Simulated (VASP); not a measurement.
# Cu (I4/mmm) in VASP: further runs

Cu is run at these levels: PBEsol; tasks: single point.

All numbers are computed with VASP 6.6.1; they aren't measurements. Logs are shortened: lines on timing, memory, paths and dates and some standing lists are left out, and cuts for length are marked.

### Step 1. The cell of the first run

Symmetry: I4/mmm, No. 139, tetragonal system. Conventional cell: a = 2.786 Å, b = 2.786 Å, c = 2.657 Å, α = 90.00°, β = 90.00°, γ = 90.00°. Cu (site symmetry 4/mmm) has 14 Cu at 2.38 to 2.79 Å within 3.1 Å.

### Step 2. Single point, PBEsol

Input file INCAR:

```
  PREC = Accurate
  ENCUT = 520
  EDIFF = 1E-6
  ISMEAR = -1
  SIGMA = 0.05
  LREAL = False
  LASPH = True
  NELM = 60
  ALGO = Normal
  ISIF = 2
  LWAVE = False
  LCHARG = False
  GGA = PS
  NBANDS = 12
```

Input file KPOINTS:

```
Automatic mesh
0
Gamma
  14 14 14
```

Input file POSCAR:

```
Cu
1.0
   -1.3930013257      1.3930013257      1.3285915979
    1.3930013257     -1.3930013257      1.3285915979
    1.3930013257      1.3930013257     -1.3285915979
Cu
1
Direct
    0.0000000000      0.0000000000      0.0000000000
```

Potentials or basis: VASP PAW PBE potentials, release 64 (Cu).

Command:

```
$ cat potpaw_PBE.64/Cu/POTCAR > POTCAR
$ mpirun -np 1 vasp_std > vasp.out
```

OUTCAR:

```text
PREC = Accurate
   ENCUT = 520
   EDIFF = 1E-6
   ISMEAR = -1
   LREAL = False
   LASPH = True
   NELM = 60
   ISIF = 2
   GGA = PS

 ion  position               nearest neighbor table
   1  0.000  0.000  0.000-

  LATTYP: Found a body centered tetragonal cell.
 ALAT       =     2.7860026514
 C/A-ratio  =     0.9537619049

  Lattice vectors:

 A1 = (  -1.3930013257,   1.3930013257,   1.3285915979)
 A2 = (   1.3930013257,  -1.3930013257,   1.3285915979)
 A3 = (   1.3930013257,   1.3930013257,  -1.3285915979)

Analysis of symmetry for initial positions (statically):
=====================================================================
 Subroutine PRICEL returns:
 Original cell was already a primitive cell.

 Routine SETGRP: Setting up the symmetry group for a
 body centered tetragonal supercell.

 Subroutine GETGRP returns: Found 16 space group operations
 (whereof 16 operations were pure point group operations)
 out of a pool of 16 trial point group operations.

The static configuration has the point symmetry D_4h.

Analysis of symmetry for dynamics (positions and initial velocities):
=====================================================================
 Subroutine PRICEL returns:
 Original cell was already a primitive cell.

 Routine SETGRP: Setting up the symmetry group for a
 body centered tetragonal supercell.

 Subroutine GETGRP returns: Found 16 space group operations
 (whereof 16 operations were pure point group operations)
 out of a pool of 16 trial point group operations.

The dynamic configuration has the point symmetry D_4h.

 Subroutine INISYM returns: Found 16 space group operations
 (whereof 16 operations are pure point group operations),
 and found     1 'primitive' translations

----------------------------------------------------------------------------------------

                                     Primitive cell

  volume of cell :      10.3123

  direct lattice vectors                    reciprocal lattice vectors
    -1.393001326  1.393001326  1.328591598     0.000000000  0.358937203  0.376338373
     1.393001326 -1.393001326  1.328591598     0.358937203  0.000000000  0.376338373
     1.393001326  1.393001326 -1.328591598     0.358937203  0.358937203  0.000000000

  length of vectors
     2.376144150  2.376144150  2.376144150     0.520063926  0.520063926  0.507613861

  position of ions in fractional coordinates (direct lattice)
     0.000000000  0.000000000  0.000000000

  ion indices of the primitive-cell ions
   primitive index   ion index
                 1           1

----------------------------------------------------------------------------------------

 KPOINTS: Automatic mesh

Automatic generation of k-mesh.
 Grid dimensions read from file:
 generate k-points for:   14   14   14

 Generating k-lattice:

  Cartesian coordinates                     Fractional coordinates (reciprocal lattice)
     0.000000000  0.025638372  0.026881312     0.071428571  0.000000000 -0.000000000
     0.025638372  0.000000000  0.026881312     0.000000000  0.071428571 -0.000000000
     0.025638372  0.025638372  0.000000000     0.000000000  0.000000000  0.071428571

  Length of vectors
     0.037147423  0.037147423  0.036258133

  Shift w.r.t. Gamma in fractional coordinates (k-lattice)
     0.000000000  0.000000000  0.000000000

 Subroutine IBZKPT returns following result:
 ===========================================

 Found    244 irreducible k-points:

 Following reciprocal coordinates:
            Coordinates               Weight
  0.000000  0.000000  0.000000      1.000000
  0.071429  0.000000  0.000000      8.000000
  0.142857 -0.000000  0.000000      8.000000
  0.214286 -0.000000  0.000000      8.000000
  0.285714 -0.000000  0.000000      8.000000
  0.357143  0.000000 -0.000000      8.000000
[... 16 lines left out ...]
  0.214286  0.142857  0.000000     16.000000
  0.285714  0.142857  0.000000     16.000000
 [... further k-points ...]
   k-points           NKPTS =    244   k-points in BZ     NKDIM =    244   number of bands    NBANDS=     12
   number of dos      NEDOS =    301   number of ions     NIONS =      1
   total plane-waves  NPLWV =   5832
   dimension x,y,z NGX =    18 NGY =   18 NGZ =   18
   dimension x,y,z NGXF=    36 NGYF=   36 NGZF=   36
   ions per type =               1
   NGX,Y,Z   is equivalent  to a cutoff of  12.59, 12.59, 12.59 a.u.
   NGXF,Y,Z  is equivalent  to a cutoff of  25.19, 25.19, 25.19 a.u.
 SYSTEM =  unknown system
   PREC   = accura    normal or accurate (medium, high low for compatibility)
   ISTART =      0    job   : 0-new  1-cont  2-samecut
   ICHARG =      2    charge: 1-file 2-atom 10-const
   ISPIN  =      1    spin polarized calculation?
   LNONCOLLINEAR =      F non collinear calculations
   LSORBIT =      F    spin-orbit coupling
   LASPH  =      T    aspherical Exc in radial PAW
   ENCUT  =  520.0 eV  38.22 Ry    6.18 a.u.   4.42  4.42  4.42*2*pi/ulx,y,z
   NELM   =     60;   NELMIN=  2; NELMDL= -5     # of ELM steps
   EDIFF  = 0.1E-05   stopping-criterion for ELM
   LREAL  =      F    real-space projection
[... 7 lines left out ...]
   TEBEG  =    0.0;   TEEND  =   0.0 temperature during run
   PSTRESS=    0.0 pullay stress
   NELECT =      11.0000    total number of electrons
   NUPDOWN=      -1.0000    fix difference up-down
   EMIN   =  10.00;   EMAX   =-10.00  energy-range for DOS
   EFERMI =   0.00;   METHOD = LEGACY
   ISMEAR =    -1;   SIGMA  =   0.05  broadening in eV -4-tet -1-fermi 0-gaus
   EFERMI_NEDOS =   21; number of points for ismear=-14 and -15
   IALGO  =     38    algorithm
   IMIX   =      4    mixing-type and parameters
     AMIX     =   0.40;   BMIX     =  1.00
     AMIX_MAG =   1.60;   BMIX_MAG =  1.00
  volume/ion in A,a.u.               =      10.31        69.59
  Fermi-wavevector in a.u.,A,eV,Ry     =   1.672711  3.160965 38.068579  2.797962
  Thomas-Fermi vector in A             =   2.757810
   LORBIT       =      0    0 simple, 1 ext, 2 COOP (PROOUT), +10 PAW based schemes
   GGA     = PS    functional components
   LHFCALC =     F    Hartree Fock is set to
   AEXX    =    0.0000 exact exchange contribution
   IVDW    =     0    specifies the selected vdW correction
   LEPSILON=     F    determine dielectric tensor
   LRPA    =     F    only Hartree local field effects (RPA)
 non-spin polarized calculation
  energy-cutoff  :      520.00
  volume of cell :       10.31
 maximum number of plane-waves:       297
 NGX is ok and might be reduce to    18
   NGX =  9   NGY =  9   NGZ =  9

 number of electron      10.9999998 magnetization

 Free energy of the ion-electron system (eV)
  ---------------------------------------------------
  ext. energy  EPLUGINS =         0.00000000
  ---------------------------------------------------
  free energy    TOTEN  =        -4.19989564 eV

  energy without entropy =       -4.19602044  energy(sigma->0) =       -4.19795804

 E-fermi :   9.2476     XC(G=0): -13.7223

 val. band max:        9.2386705558   @ k =   0.5000   0.2857   0.0714
 cond. band min:       9.2729865253   @ k =   0.5000   0.2143   0.1429
 fundamental gap:      0.0343159695
 Fermi energy:         9.2475815472

 k-point     1 :       0.0000    0.0000    0.0000
  band No.  band energies     occupation
      1      -1.2688      2.00000
      2       5.4771      2.00000
      3       5.7060      2.00000
      4       5.7060      2.00000
      5       6.7301      2.00000
      6       6.9799      2.00000
      7      35.0876      0.00000
      8      35.0876      0.00000
      9      36.3786      0.00000
     10      39.8122      0.00000
     11      40.4473      0.00000
     12      40.6278      0.00000

 k-point     2 :       0.0714    0.0000    0.0000
  band No.  band energies     occupation
      1      -1.0483      2.00000
      2       5.4845      2.00000
      3       5.6984      2.00000
      4       5.7424      2.00000
      5       6.7300      2.00000
      6       6.9450      2.00000
      7      33.8207      0.00000
      8      34.6687      0.00000
      9      35.1388      0.00000
     10      38.1229      0.00000
     11      38.7267      0.00000
     12      39.1881      0.00000

 k-point     3 :       0.1429   -0.0000    0.0000
  band No.  band energies     occupation
      1      -0.4020      2.00000
      2       5.3928      2.00000
      3       5.6591      2.00000
      4       5.9653      2.00000
      5       6.7266      2.00000
      6       6.8862      2.00000
      7      30.3031      0.00000
      8      33.2406      0.00000
      9      33.7900      0.00000
     10      35.5941      0.00000
     11      37.3659      0.00000
     12      39.3362      0.00000
[... 286 lines left out ...]
 k-point    23 :       0.2143    0.1429    0.0000
  band No.  band energies     occupation
      1       2.3832      2.00000
      2       5.0489      2.00000
      3       5.2522      2.00000
      4       6.6434      2.00000
      5       7.0813      2.00000
      6       7.3377      2.00000
      7      22.6635      0.00000
      8      25.1498      0.00000
      9      29.4746      0.00000
     10      34.9998      0.00000
     11      38.5908      0.00000
     12      40.8263      0.00000

 k-point    24 :       0.2857    0.1429    0.0000
  band No.  band energies     occupation
      1       3.2961      2.00000
      2       4.8624      2.00000
      3       5.5009      2.00000
      4       6.7056      2.00000
      5       7.1850      2.00000
      6       8.1980      2.00000
      7      19.1139      0.00000
      8      23.9230      0.00000
      9      28.3842      0.00000
     10      34.5729      0.00000
     11      39.2917      0.00000
     12      41.0932      0.00000

 [... further k-points ...]

------------------------ aborting loop because EDIFF is reached ----------------------------------------

  FORCE on cell =-STRESS in cart. coord.  units (eV):
  Direction    XX          YY          ZZ          XY          YZ          ZX
  --------------------------------------------------------------------------------------
  -------------------------------------------------------------------------------------
  Total        1.3630104      1.3630104      1.3444756      0.0000000      0.0000000     -0.0000000
  in kB      211.7654952    211.7654952    208.8858221      0.0000000      0.0000000     -0.0000000
  external PRESSURE =     210.8056042 kB  Pullay stress =       0.0000000 kB

 VOLUME and BASIS-vectors are now :
 -----------------------------------------------------------------------------
  energy-cutoff  :      520.00
  volume of cell :       10.31
      direct lattice vectors                 reciprocal lattice vectors
    -1.393001326  1.393001326  1.328591598     0.000000000  0.358937203  0.376338373
     1.393001326 -1.393001326  1.328591598     0.358937203  0.000000000  0.376338373
     1.393001326  1.393001326 -1.328591598     0.358937203  0.358937203  0.000000000

 POSITION                                       TOTAL-FORCE (eV/Angst)
 -----------------------------------------------------------------------------------
      0.00000      0.00000      0.00000         0.000000     -0.000000      0.000000
 -----------------------------------------------------------------------------------
    total drift:                                0.000000     -0.000000     -0.000000

  FREE ENERGIE OF THE ION-ELECTRON SYSTEM (eV)
  ---------------------------------------------------
  free  energy   TOTEN  =        -4.1998956411 eV

  energy  without entropy=       -4.1960204391  energy(sigma->0) =       -4.19795804
```

Run time: 17 s. Hardware: 1 thread of Intel Xeon Platinum 8488C (Sapphire Rapids), shared host; peak memory 0.14 GiB.

Results:

* Free energy: -4.1999 eV
* Pressure: 21.1 GPa
* Band gap on the k mesh: zero (an odd number of electrons rules out a gap without spin polarisation)

Caveat: the cell stands under pressure; the PAW data sets were made with another functional, which shifts forces and pressure a little.

### Step 3. Single point, PBEsol

This run uses another cell than the first one, of 10.60 Å³/atom.

Input file INCAR:

```
ALGO = Normal ; EDIFF = 1E-6
ENCUT = 520 ; GGA = PS
ISIF = 2 ; ISMEAR = -1
LASPH = True ; LCHARG = False
LREAL = False ; LWAVE = False
NBANDS = 12 ; NELM = 80
PREC = Accurate ; SIGMA = 0.05
```

Input file KPOINTS:

```
k-points
0
Gamma
  14 14 14
```

Input file POSCAR:

```
Cu
1.0
   -1.4057818683      1.4057818683      1.3407811925
    1.4057818683     -1.4057818683      1.3407811925
    1.4057818683      1.4057818683     -1.3407811925
Cu
1
Direct
    0.0000000000      0.0000000000      0.0000000000
```

Potentials or basis: VASP PAW PBE potentials, release 64 (Cu).

Command:

```
$ cat potpaw_PBE.64/Cu/POTCAR > POTCAR
$ mpirun -np 1 vasp_std > vasp.out
```

Wall time 21 s (1 thread of Intel Xeon Platinum 8488C (Sapphire Rapids), shared host); peak memory 0.14 GiB.

Results (log left out):

```
Free energy            : -4.2316 eV
Pressure               : 14.3 GPa
Band gap on the k mesh : zero (an odd number of electrons rules out a gap without spin polarisation)
```

Stress tensor (GPa, compression positive):
```
14.46  0.00  0.00
 0.00 14.46  0.00
 0.00  0.00 14.12
```

Levels at points of the mesh, in eV from the Fermi level:
| k point | band 4 | band 5 | band 6 | band 7 | band 8 | band 9 |
| --- | --- | --- | --- | --- | --- | --- |
| (0.00, 0.00, 0.00) | -3.43 | -2.45 | -2.21 | 25.59 | 25.59 | 26.86 |
| (0.50, 0.00, 0.00) | -2.09 | -1.45 | -0.80 | 5.11 | 17.94 | 18.38 |
| (0.50, 0.50, 0.00) | -2.24 | -1.48 | -1.20 | 4.56 | 19.20 | 19.90 |
| (0.50, 0.50, 0.50) | -1.67 | -1.61 | 7.99 | 7.99 | 9.93 | 13.91 |

Caveat: the cell stands under pressure; the PAW data sets were made with another functional, which shifts forces and pressure a little.

### Step 4. Single point, PBEsol

This run uses another cell than the first one, of 11.17 Å³/atom.

Input file INCAR:

```
SYSTEM = Cu
ALGO     = Normal         ! electronic algorithm
EDIFF    = 1E-7           ! SCF threshold, eV
ENCUT    = 520            ! plane-wave cutoff, eV
GGA      = PS             ! functional
ISIF     = 2              ! what is computed and relaxed
ISMEAR   = -1             ! smearing method
LASPH    = .True.         ! aspherical terms in the spheres
LCHARG   = .False.        ! write CHGCAR
LREAL    = .False.        ! projectors in reciprocal space
LWAVE    = .False.        ! write WAVECAR
NBANDS   = 12             ! bands
NELM     = 80             ! most SCF steps
PREC     = Accurate       ! precision mode
SIGMA    = 0.05           ! smearing width, eV
```

Input file KPOINTS:

```
k-points
0
Gamma
  14 14 14
  0 0 0
```

Input file POSCAR:

```
Cu
1.0
   -1.4306681158      1.4306681158      1.3645167474
    1.4306681158     -1.4306681158      1.3645167474
    1.4306681158      1.4306681158     -1.3645167474
Cu
1
Direct
    0.0000000000      0.0000000000      0.0000000000
```

Command:

```
$ cat potpaw_PBE.64/Cu/POTCAR > POTCAR
$ mpirun -np 1 vasp_std > vasp.out
```

It took 19 s on 1 thread of Intel Xeon Platinum 8488C (Sapphire Rapids), shared host; peak memory 0.14 GiB.

Results (log left out):

```yaml
Free_energy: -4.2631 eV
Pressure: 3.6 GPa
Band_gap_on_the_k_mesh: zero (an odd number of electrons rules out a gap without spin polarisation)
```

Stress tensor (GPa, compression positive):
```
3.72 0.00 0.00
0.00 3.72 0.00
0.00 0.00 3.20
```

Levels at points of the mesh, in eV from the Fermi level:
```csv
k point,band 3,band 4,band 5,band 6,band 7,band 8,band 9,band 10
"(0.00, 0.00, 0.00)",-3.23,-3.23,-2.32,-2.10,25.09,25.09,26.35,29.31
"(0.50, 0.00, 0.00)",-2.23,-2.00,-1.40,-0.65,4.81,17.52,17.73,21.63
"(0.50, 0.50, 0.00)",-2.40,-2.13,-1.43,-1.03,4.28,18.78,19.18,22.81
"(0.50, 0.50, 0.50)",-1.61,-1.61,-1.55,7.78,7.78,9.66,13.52,14.19
```

Caveat: the cell stands under pressure; the PAW data sets were made with another functional, which shifts forces and pressure a little.

(Continued in part 2 of 2.)

The gap in the log of VASP goes by the Fermi energy; the results here count the filled bands.